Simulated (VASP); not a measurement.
# Pt (Im-3m) in VASP: notebook

The runs below take Pt through relaxation of cell and atoms, with PBE.

All numbers are computed with VASP 6.6.1; they aren't measurements. Logs are shortened: lines on timing, memory, paths and dates and some standing lists are left out, and cuts for length are marked.

### Step 1. The cell of the first run

The structure is cubic, space group Im-3m (No. 229). The conventional cell has a = 2.937 Å, b = 2.937 Å, c = 2.937 Å, α = 90.00°, β = 90.00°, γ = 90.00°. Pt (site symmetry m-3m) has 14 Pt at 2.54 to 2.94 Å within 3.4 Å.

### Step 2. Relaxation of cell and atoms, PBE, target pressure 92 GPa, at which the enthalpy is minimised

Input file INCAR:

```
PREC = Accurate
ENCUT = 600
EDIFF = 1E-6
ISMEAR = -1
SIGMA = 0.05
LREAL = False
LASPH = True
NELM = 100
ALGO = Normal
ISIF = 3
LWAVE = False
LCHARG = False
GGA = PE
IBRION = 2
NSW = 60
EDIFFG = -0.005
PSTRESS = 920.0
```

Input file KPOINTS:

```
regular mesh
0
Gamma
  18 18 18
```

Input file POSCAR:

```
Pt
1.0
   -1.4687125150      1.4687125150      1.4687125150
    1.4687125150     -1.4687125150      1.4687125150
    1.4687125150      1.4687125150     -1.4687125150
Pt
1
Direct
    0.0000000000      0.0000000000      0.0000000000
```

Potentials or basis: VASP PAW PBE potentials, release 64 (Pt).

Command:

```sh
$ cat potpaw_PBE.64/Pt/POTCAR > POTCAR
$ mpirun -np 1 vasp_std > vasp.out
```

OUTCAR:

```text
PREC = Accurate
   ENCUT = 600
   EDIFF = 1E-6
   ISMEAR = -1
   LREAL = False
   LASPH = True
   NELM = 100
   ISIF = 3
   GGA = PE
   IBRION = 2
   NSW = 60
   EDIFFG = -0.005
   PSTRESS = 920.0

 ion  position               nearest neighbor table
   1  0.000  0.000  0.000-

  LATTYP: Found a body centered cubic cell.
 ALAT       =     2.9374250300

  Lattice vectors:

 A1 = (  -1.4687125150,   1.4687125150,   1.4687125150)
 A2 = (   1.4687125150,  -1.4687125150,   1.4687125150)
 A3 = (   1.4687125150,   1.4687125150,  -1.4687125150)

Analysis of symmetry for initial positions (statically):
=====================================================================
 Subroutine PRICEL returns:
 Original cell was already a primitive cell.

 Routine SETGRP: Setting up the symmetry group for a
 body centered cubic supercell.

 Subroutine GETGRP returns: Found 48 space group operations
 (whereof 48 operations were pure point group operations)
 out of a pool of 48 trial point group operations.

The static configuration has the point symmetry O_h .

Analysis of symmetry for dynamics (positions and initial velocities):
=====================================================================
 Subroutine PRICEL returns:
 Original cell was already a primitive cell.

 Routine SETGRP: Setting up the symmetry group for a
 body centered cubic supercell.

 Subroutine GETGRP returns: Found 48 space group operations
 (whereof 48 operations were pure point group operations)
 out of a pool of 48 trial point group operations.

The dynamic configuration has the point symmetry O_h .

 Subroutine INISYM returns: Found 48 space group operations
 (whereof 48 operations are pure point group operations),
 and found     1 'primitive' translations

----------------------------------------------------------------------------------------

                                     Primitive cell

  volume of cell :      12.6727

  direct lattice vectors                    reciprocal lattice vectors
    -1.468712515  1.468712515  1.468712515     0.000000000  0.340434220  0.340434220
     1.468712515 -1.468712515  1.468712515     0.340434220  0.000000000  0.340434220
     1.468712515  1.468712515 -1.468712515     0.340434220  0.340434220  0.000000000

  length of vectors
     2.543884698  2.543884698  2.543884698     0.481446692  0.481446692  0.481446692

  position of ions in fractional coordinates (direct lattice)
     0.000000000  0.000000000  0.000000000

  ion indices of the primitive-cell ions
   primitive index   ion index
                 1           1

----------------------------------------------------------------------------------------

 KPOINTS: regular mesh

Automatic generation of k-mesh.
 Grid dimensions read from file:
 generate k-points for:   18   18   18

 Generating k-lattice:

  Cartesian coordinates                     Fractional coordinates (reciprocal lattice)
     0.000000000  0.018913012  0.018913012     0.055555556  0.000000000  0.000000000
     0.018913012  0.000000000  0.018913012     0.000000000  0.055555556  0.000000000
     0.018913012  0.018913012  0.000000000     0.000000000  0.000000000  0.055555556

  Length of vectors
     0.026747038  0.026747038  0.026747038

  Shift w.r.t. Gamma in fractional coordinates (k-lattice)
     0.000000000  0.000000000  0.000000000

 Subroutine IBZKPT returns following result:
 ===========================================

 Found    195 irreducible k-points:

 Following reciprocal coordinates:
            Coordinates               Weight
  0.000000  0.000000  0.000000      1.000000
  0.055556  0.000000  0.000000     12.000000
  0.111111  0.000000  0.000000     12.000000
  0.166667  0.000000  0.000000     12.000000
  0.222222  0.000000  0.000000     12.000000
  0.277778  0.000000  0.000000     12.000000
[... 16 lines left out ...]
  0.333333  0.111111  0.000000     48.000000
  0.388889  0.111111  0.000000     48.000000
 [... further k-points ...]
   k-points           NKPTS =    195   k-points in BZ     NKDIM =    195   number of bands    NBANDS=      9
   number of dos      NEDOS =    301   number of ions     NIONS =      1
   total plane-waves  NPLWV =   8000
   dimension x,y,z NGX =    20 NGY =   20 NGZ =   20
   dimension x,y,z NGXF=    40 NGYF=   40 NGZF=   40
   ions per type =               1
   NGX,Y,Z   is equivalent  to a cutoff of  13.07, 13.07, 13.07 a.u.
   NGXF,Y,Z  is equivalent  to a cutoff of  26.14, 26.14, 26.14 a.u.
 SYSTEM =  unknown system
   PREC   = accura    normal or accurate (medium, high low for compatibility)
   ISTART =      0    job   : 0-new  1-cont  2-samecut
   ICHARG =      2    charge: 1-file 2-atom 10-const
   ISPIN  =      1    spin polarized calculation?
   LNONCOLLINEAR =      F non collinear calculations
   LSORBIT =      F    spin-orbit coupling
   LASPH  =      T    aspherical Exc in radial PAW
   ENCUT  =  600.0 eV  44.10 Ry    6.64 a.u.   5.08  5.08  5.08*2*pi/ulx,y,z
   NELM   =    100;   NELMIN=  2; NELMDL= -5     # of ELM steps
   EDIFF  = 0.1E-05   stopping-criterion for ELM
   LREAL  =      F    real-space projection
   EDIFFG = -.5E-02   stopping-criterion for IOM
   NSW    =     60    number of steps for IOM
   IBRION =      2    ionic relax: 0-MD 1-quasi-New 2-CG
   NFREE  =      1    steps in history (QN), initial steepest desc. (CG)
   ISIF   =      3    stress and relaxation
   ISYM   =      2    0-nonsym 1-usesym 2-fastsym
   POTIM  = 0.5000    time-step for ionic-motion
   TEBEG  =    0.0;   TEEND  =   0.0 temperature during run
   PSTRESS=  920.0 pullay stress
   NELECT =      10.0000    total number of electrons
   NUPDOWN=      -1.0000    fix difference up-down
   EMIN   =  10.00;   EMAX   =-10.00  energy-range for DOS
   EFERMI =   0.00;   METHOD = LEGACY
   ISMEAR =    -1;   SIGMA  =   0.05  broadening in eV -4-tet -1-fermi 0-gaus
   EFERMI_NEDOS =   21; number of points for ismear=-14 and -15
   IALGO  =     38    algorithm
   IMIX   =      4    mixing-type and parameters
     AMIX     =   0.40;   BMIX     =  1.00
     AMIX_MAG =   1.60;   BMIX_MAG =  1.00
  volume/ion in A,a.u.               =      12.67        85.52
  Fermi-wavevector in a.u.,A,eV,Ry     =   1.512811  2.858798 31.138259  2.288597
  Thomas-Fermi vector in A             =   2.622686
   LORBIT       =      0    0 simple, 1 ext, 2 COOP (PROOUT), +10 PAW based schemes
   GGA     = PE    functional components
   LHFCALC =     F    Hartree Fock is set to
   AEXX    =    0.0000 exact exchange contribution
   IVDW    =     0    specifies the selected vdW correction
   LEPSILON=     F    determine dielectric tensor
   LRPA    =     F    only Hartree local field effects (RPA)
 conjugate gradient relaxation of ions
 non-spin polarized calculation
  energy-cutoff  :      600.00
  volume of cell :       12.67
 maximum number of plane-waves:       434
   NGX = 11   NGY = 11   NGZ = 11

--------------------------------------- Ionic step        1  -------------------------------------------

 number of electron      10.0000002 magnetization

 Free energy of the ion-electron system (eV)
  ---------------------------------------------------
  ext. energy  EPLUGINS =         0.00000000
  ---------------------------------------------------
  free energy    TOTEN  =        -5.27032859 eV

  energy without entropy =       -5.26665697  energy(sigma->0) =       -5.26849278

------------------------ aborting loop because EDIFF is reached ----------------------------------------

  FORCE on cell =-STRESS in cart. coord.  units (eV):
  Direction    XX          YY          ZZ          XY          YZ          ZX
  --------------------------------------------------------------------------------------
  -------------------------------------------------------------------------------------
  Total        7.5521291      7.5521291      7.5521291      0.0000000     -0.0000000     -0.0000000
  in kB      954.7938428    954.7938428    954.7938428      0.0000000     -0.0000000     -0.0000000
  external PRESSURE =      34.7938428 kB  Pullay stress =     920.0000000 kB
[... 59 lines left out ...]
  enthalpy is  TOTEN    =         2.0367593451 eV   P V=        7.5706282192

--------------------------------------- Ionic step        3  -------------------------------------------

 number of electron      10.0000002 magnetization

 Free energy of the ion-electron system (eV)
  ---------------------------------------------------
  ext. energy  EPLUGINS =         0.00000000
  ---------------------------------------------------
  free energy    TOTEN  =        -5.30901229 eV

  energy without entropy =       -5.30529986  energy(sigma->0) =       -5.30715607

 E-fermi :  14.5685     XC(G=0): -14.5131

 val. band max:       14.4824382593   @ k =  -0.3889  -0.4444   0.1111
 cond. band min:      14.5785829327   @ k =  -0.3889   0.3889   0.2222
 fundamental gap:      0.0961446735
 Fermi energy:        14.5684902542

 k-point     1 :       0.0000    0.0000    0.0000
  band No.  band energies     occupation
      1       2.5842      2.00000
      2       9.6715      2.00000
      3       9.6715      2.00000
      4       9.6715      2.00000
      5      13.0632      2.00000
      6      13.0632      2.00000
      7      31.2973      0.00000
      8      31.2973      0.00000
      9      31.2973      0.00000
[... 265 lines left out ...]
 k-point    24 :       0.3889    0.1111    0.0000
  band No.  band energies     occupation
      1       6.0184      2.00000
      2       7.8526      2.00000
      3      11.6813      2.00000
      4      12.8393      2.00000
      5      14.0967      1.99984
      6      17.2472      0.00000
      7      23.4240      0.00000
      8      28.2292      0.00000
      9      31.7740      0.00000

 [... further k-points ...]
[... 5 lines left out ...]
  --------------------------------------------------------------------------------------
  -------------------------------------------------------------------------------------
  Total        7.3113057      7.3113057      7.3113057     -0.0000000      0.0000000     -0.0000000
  in kB      919.5467638    919.5467638    919.5467638     -0.0000000      0.0000000     -0.0000000
  external PRESSURE =      -0.4532362 kB  Pullay stress =     920.0000000 kB
[... 16 lines left out ...]
  FREE ENERGIE OF THE ION-ELECTRON SYSTEM (eV)
  ---------------------------------------------------
  free  energy   TOTEN  =        -5.3090122867 eV

  energy  without entropy=       -5.3052998551  energy(sigma->0) =       -5.30715607

  enthalpy is  TOTEN    =         2.0058970847 eV   P V=        7.3149093714

 reached required accuracy - stopping structural energy minimisation
```

Wall time 17 s (1 thread of Intel Xeon 6975P-C (Granite Rapids), shared host); peak memory 0.16 GiB.

Results:

```yaml
Free_energy: -5.3090 eV
Relaxed_volume: 12.74 Å³/atom
Relaxed_cell: a = 2.548 Å, b = 2.548 Å, c = 2.548 Å, α = 109.47°, β = 109.47°, γ = 109.47°
Space_group_after_relaxing_to_0.05_Å: Im-3m (No. 229)
Energy_change_on_relaxing_the_enthalpy_is_what_falls: -38.7 meV/atom
Ionic_steps: 3
Pressure_after_relaxing: 92.0 GPa
Band_gap_on_the_k_mesh: zero (band 5 reaches 16.02 eV, above the bottom of band 6 at 12.87 eV)
```

The path:
| step | energy change (eV) | largest force (eV/Å) | pressure (GPa) | volume (Å³) |
| --- | --- | --- | --- | --- |
| 1 | 0.0000 | 0.0000 | 95.48 | 12.67 |
| 2 | -0.2635 | 0.0000 | 70.54 | 13.18 |
| 3 | -0.0387 | 0.0000 | 91.95 | 12.74 |

Final structure:
```yaml
crystal:
  lattice:
    - [-1.47126, 1.47126, 1.47126]
    - [1.47126, -1.47126, 1.47126]
    - [1.47126, 1.47126, -1.47126]
  atoms:
    - { symbol: Pt, position: [0.00000, 0.00000, 0.00000] }
```

Caveat: the cell is relaxed towards a set pressure, so the enthalpy falls and the energy may rise; spin-orbit coupling is left out, which moves the levels of the heavy elements.

### Step 3. Relaxation of cell and atoms, PBE, target pressure 92 GPa, at which the enthalpy is minimised

This run uses another cell than the first one, of 12.74 Å³/atom, 1.005 times its volume.

Input file INCAR:

```
SYSTEM = Pt
PREC = Accurate
ENCUT = 600
EDIFF = 1E-6
ISMEAR = -1
SIGMA = 0.05
LREAL = .False.
LASPH = .True.
NELM = 100
ALGO = Normal
ISIF = 3
LWAVE = .False.
LCHARG = .False.
GGA = PE
IBRION = 2
NSW = 32
EDIFFG = -0.005
PSTRESS = 920.0
```

Input file KPOINTS:

```
Automatic mesh
0
Gamma
  18 18 18
  0 0 0
```

Input file POSCAR:

```
Pt
1.0
   -1.4713963998      1.4713963998      1.4713963998
    1.4713963998     -1.4713963998      1.4713963998
    1.4713963998      1.4713963998     -1.4713963998
Pt
1
Direct
    0.0000000000      0.0000000000      0.0000000000
```

Potentials or basis: VASP PAW PBE potentials, release 64 (Pt).

Command:

```sh
$ cat potpaw_PBE.64/Pt/POTCAR > POTCAR
$ mpirun -np 1 vasp_std > vasp.out
```

It took 14 s on 1 thread of Intel Xeon 6975P-C (Granite Rapids), shared host; peak memory 0.16 GiB.

It converged, with:

```yaml
Free_energy: -5.3084 eV
Relaxed_volume: 12.74 Å³/atom
Relaxed_cell: a = 2.548 Å, b = 2.548 Å, c = 2.548 Å, α = 109.47°, β = 109.47°, γ = 109.47°
Space_group_after_relaxing_to_0.05_Å: Im-3m (No. 229)
Energy_change_on_relaxing_the_enthalpy_is_what_falls: +2.6 meV/atom
Ionic_steps: 3
Pressure_after_relaxing: 92.0 GPa
Band_gap_on_the_k_mesh: zero (band 5 reaches 16.02 eV, above the bottom of band 6 at 12.87 eV)
```

The path:
```
step  energy change (eV)  largest force (eV/Å)  pressure (GPa)  volume (Å³)
   1              0.0000                0.0000           91.78        12.74
   2              0.0191                0.0000           93.51        12.71
   3              0.0026                0.0000           92.04        12.74
```

Final structure:
```xyz
1
Lattice="-1.4712 1.4712 1.4712 1.4712 -1.4712 1.4712 1.4712 1.4712 -1.4712" Properties=species:S:1:pos:R:3 pbc="T T T"
Pt    0.0000    0.0000    0.0000
```

Levels at points of the mesh, in eV from the Fermi level:
```
           k point  band 1  band 2  band 3  band 4  band 5  band 6  band 7  band 8  band 9
(0.00, 0.00, 0.00)  -11.99   -4.90   -4.90   -4.90   -1.51   -1.51   16.73   16.73   16.73
(0.50, 0.00, 0.00)   -8.99   -6.90   -1.68   -0.96   -0.47    1.55    8.37   13.01   17.70
(0.50, 0.50, 0.50)   -8.62   -8.62    0.76    0.76    0.76    8.13    8.13    8.13   16.18
```

Caveat: the cell is relaxed towards a set pressure, so the enthalpy falls and the energy may rise; spin-orbit coupling is left out, which moves the levels of the heavy elements.
